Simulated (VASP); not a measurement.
# CuI (Marshite) (P4/nmm) in VASP: single point with PBEsol

Aim: the single point of CuI (Marshite) with PBEsol.

All numbers are computed with VASP 6.6.1; they aren't measurements. Logs are shortened: lines on timing, memory, paths and dates and some standing lists are left out, and cuts for length are marked.

### Step 1. The cell of the first run

It takes space group P4/nmm (No. 129, tetragonal). The conventional cell has a = 4.023 Å, b = 4.023 Å, c = 5.651 Å, α = 90.00°, β = 90.00°, γ = 90.00°. Cu (site symmetry -4m2) has 4 I at 2.60 Å and 4 Cu at 2.84 Å within 3.4 Å. Within 3.4 Å of I (site symmetry 4mm) lie 4 Cu at 2.60 Å.

### Step 2. Single point, PBEsol

INCAR

```
SYSTEM = CuI
PREC = Accurate
ENCUT = 520
EDIFF = 1E-6
ISMEAR = 0
SIGMA = 0.01
LREAL = .FALSE.
LASPH = .TRUE.
NELM = 60
ALGO = Normal
ISIF = 2
LWAVE = .FALSE.
LCHARG = .FALSE.
GGA = PS
NBANDS = 26
```

KPOINTS

```
regular mesh
0
G
  4 4 3
  0 0 0
```

POSCAR

```
CuI
1.0
    4.0229000000      0.0000000000      0.0000000000
    0.0000000000      4.0229000000      0.0000000000
    0.0000000000      0.0000000000      5.6506000000
Cu I
2 2
Direct
    0.0000000000      0.0000000000      0.0000000000
    0.5000000000      0.5000000000      0.0000000000
    0.0000000000      0.5000000000      0.2913000000
    0.5000000000      0.0000000000      0.7087000000
```

Potentials or basis: VASP PAW PBE potentials, release 64 (Cu, I).

Run with:

```bash
> cat potpaw_PBE.64/Cu/POTCAR potpaw_PBE.64/I/POTCAR > POTCAR
> mpirun -np 1 vasp_std > vasp.out
```

OUTCAR:

```text
SYSTEM = CuI
   PREC = Accurate
   ENCUT = 520
   EDIFF = 1E-6
   ISMEAR = 0
   LREAL = .FALSE.
   LASPH = .TRUE.
   NELM = 60
   ISIF = 2
   GGA = PS

 ion  position               nearest neighbor table
   1  0.000  0.000  0.000-   3 2.60   4 2.60   3 2.60   4 2.60
   2  0.500  0.500  0.000-   3 2.60   4 2.60   4 2.60   3 2.60
   3  0.000  0.500  0.291-   1 2.60   2 2.60   1 2.60   2 2.60
   4  0.500  0.000  0.709-   1 2.60   2 2.60   2 2.60   1 2.60

  LATTYP: Found a simple tetragonal cell.
 ALAT       =     4.0229000000
 C/A-ratio  =     1.4046086157

  Lattice vectors:

 A1 = (   4.0229000000,   0.0000000000,   0.0000000000)
 A2 = (   0.0000000000,   4.0229000000,   0.0000000000)
 A3 = (   0.0000000000,   0.0000000000,   5.6506000000)

Analysis of symmetry for initial positions (statically):
=====================================================================
 Subroutine PRICEL returns:
 Original cell was already a primitive cell.

 Routine SETGRP: Setting up the symmetry group for a
 simple tetragonal supercell.

 Subroutine GETGRP returns: Found 16 space group operations
 (whereof  8 operations were pure point group operations)
 out of a pool of 16 trial point group operations.

The static configuration has the point symmetry D_2d.
 The point group associated with its full space group is D_4h.

Analysis of symmetry for dynamics (positions and initial velocities):
=====================================================================
 Subroutine PRICEL returns:
 Original cell was already a primitive cell.

 Routine SETGRP: Setting up the symmetry group for a
 simple tetragonal supercell.

 Subroutine GETGRP returns: Found 16 space group operations
 (whereof  8 operations were pure point group operations)
 out of a pool of 16 trial point group operations.

The dynamic configuration has the point symmetry D_2d.
 The point group associated with its full space group is D_4h.

 Subroutine INISYM returns: Found 16 space group operations
 (whereof  8 operations are pure point group operations),
 and found     1 'primitive' translations

----------------------------------------------------------------------------------------

                                     Primitive cell

  volume of cell :      91.4478

  direct lattice vectors                    reciprocal lattice vectors
[... 75 lines left out ...]
   LASPH  =      T    aspherical Exc in radial PAW
   ENCUT  =  520.0 eV  38.22 Ry    6.18 a.u.   7.48  7.48 10.51*2*pi/ulx,y,z
   NELM   =     60;   NELMIN=  2; NELMDL= -5     # of ELM steps
   EDIFF  = 0.1E-05   stopping-criterion for ELM
   LREAL  =      F    real-space projection
   EDIFFG = 0.1E-04   stopping-criterion for IOM
   NSW    =      0    number of steps for IOM
   IBRION =     -1    ionic relax: 0-MD 1-quasi-New 2-CG
   NFREE  =      0    steps in history (QN), initial steepest desc. (CG)
   ISIF   =      2    stress and relaxation
   ISYM   =      2    0-nonsym 1-usesym 2-fastsym
   POTIM  = 0.5000    time-step for ionic-motion
   TEBEG  =    0.0;   TEEND  =   0.0 temperature during run
   PSTRESS=    0.0 pullay stress
   NELECT =      36.0000    total number of electrons
   NUPDOWN=      -1.0000    fix difference up-down
   EMIN   =  10.00;   EMAX   =-10.00  energy-range for DOS
   EFERMI =   0.00;   METHOD = LEGACY
   ISMEAR =     0;   SIGMA  =   0.01  broadening in eV -4-tet -1-fermi 0-gaus
   EFERMI_NEDOS =   21; number of points for ismear=-14 and -15
   IALGO  =     38    algorithm
   IMIX   =      4    mixing-type and parameters
     AMIX     =   0.40;   BMIX     =  1.00
     AMIX_MAG =   1.60;   BMIX_MAG =  1.00
  volume/ion in A,a.u.               =      22.86       154.28
  Fermi-wavevector in a.u.,A,eV,Ry     =   1.199825  2.267341 19.586682  1.439581
  Thomas-Fermi vector in A             =   2.335678
   LORBIT       =      0    0 simple, 1 ext, 2 COOP (PROOUT), +10 PAW based schemes
   GGA     = PS    functional components
   LHFCALC =     F    Hartree Fock is set to
   AEXX    =    0.0000 exact exchange contribution
   IVDW    =     0    specifies the selected vdW correction
   LEPSILON=     F    determine dielectric tensor
   LRPA    =     F    only Hartree local field effects (RPA)
 non-spin polarized calculation
 Gauss-broadening in eV      SIGMA  =   0.01
  energy-cutoff  :      520.00
  volume of cell :       91.45
 maximum number of plane-waves:      2485
 NGX is ok and might be reduce to    30
   NGX = 15   NGY = 15   NGZ = 21

 number of electron      36.0000013 magnetization

 Free energy of the ion-electron system (eV)
  ---------------------------------------------------
  ext. energy  EPLUGINS =         0.00000000
  ---------------------------------------------------
  free energy    TOTEN  =       -12.49147007 eV

  energy without entropy =      -12.49147007  energy(sigma->0) =      -12.49147007

 E-fermi :   6.5827     XC(G=0): -10.1763

 val. band max:        6.4575892713   @ k =   0.0000   0.0000   0.0000
 cond. band min:       7.9090932777   @ k =   0.0000   0.0000   0.0000
 fundamental gap:      1.4515040064
 Fermi energy:         6.5827398604

 k-point     1 :       0.0000    0.0000    0.0000
  band No.  band energies     occupation
      1      -8.3480      2.00000
      2      -7.0131      2.00000
      3      -0.1738      2.00000
      4       2.4086      2.00000
      5       2.4125      2.00000
      6       2.4125      2.00000
[... 337 lines left out ...]
     25      14.0597      0.00000
     26      14.0597      0.00000

------------------------ aborting loop because EDIFF is reached ----------------------------------------

  FORCE on cell =-STRESS in cart. coord.  units (eV):
  Direction    XX          YY          ZZ          XY          YZ          ZX
  --------------------------------------------------------------------------------------
  -------------------------------------------------------------------------------------
  Total        1.4785944      1.4785944      2.1193315      0.0000000      0.0000000      0.0000000
  in kB       25.9051796     25.9051796     37.1309822      0.0000000      0.0000000      0.0000000
  external PRESSURE =      29.6471138 kB  Pullay stress =       0.0000000 kB

 VOLUME and BASIS-vectors are now :
 -----------------------------------------------------------------------------
  energy-cutoff  :      520.00
  volume of cell :       91.45
      direct lattice vectors                 reciprocal lattice vectors
     4.022900000  0.000000000  0.000000000     0.248576897  0.000000000  0.000000000
     0.000000000  4.022900000  0.000000000     0.000000000  0.248576897  0.000000000
     0.000000000  0.000000000  5.650600000     0.000000000  0.000000000  0.176972357

 POSITION                                       TOTAL-FORCE (eV/Angst)
 -----------------------------------------------------------------------------------
      0.00000      0.00000      0.00000        -0.000000     -0.000000      0.000000
      2.01145      2.01145      0.00000         0.000000      0.000000      0.000000
      0.00000      2.01145      1.64602        -0.000000      0.000000     -0.050947
      2.01145      0.00000      4.00458        -0.000000     -0.000000      0.050947
 -----------------------------------------------------------------------------------
    total drift:                                0.000000      0.000000      0.000000

  FREE ENERGIE OF THE ION-ELECTRON SYSTEM (eV)
  ---------------------------------------------------
  free  energy   TOTEN  =       -12.4914700747 eV

  energy  without entropy=      -12.4914700747  energy(sigma->0) =      -12.49147007
```

stdout:

```text
POSCAR found type information on POSCAR CuI
 POSCAR found :  2 types and       4 ions
 scaLAPACK will be used
 -----------------------------------------------------------------------------
|                                                                             |
|                                                                             |
|     You enforced a specific xc type in the INCAR file but a different       |
|     I HOPE YOU KNOW WHAT YOU ARE DOING!                                     |
|                                                                             |
 -----------------------------------------------------------------------------

 LDA part: xc-table for (Slater+PW92), standard interpolation
 POSCAR, INCAR and KPOINTS ok, starting setup
 FFT: planning ... GRIDC
 FFT: planning ... GRID_SOFT
 FFT: planning ... GRID
 WAVECAR not read
 entering main loop
```

Wall time 29 s (1 thread of AMD EPYC 7R43 (Zen 3), shared host); peak memory 0.16 GiB.

Results:

- Free energy: -12.4915 eV
- Pressure: 3.0 GPa
- Largest force: 0.051 eV/Å
- Band gap on the k mesh: 1.45 eV, direct

Forces on the atoms (eV/Å):
```
Cu   0.000  0.000  0.000
Cu   0.000  0.000  0.000
I    0.000  0.000 -0.051
I    0.000  0.000  0.051
```

Caveat: the PAW data sets were made with another functional, which shifts forces and pressure a little; spin-orbit coupling is left out, which moves the levels of the heavy elements.
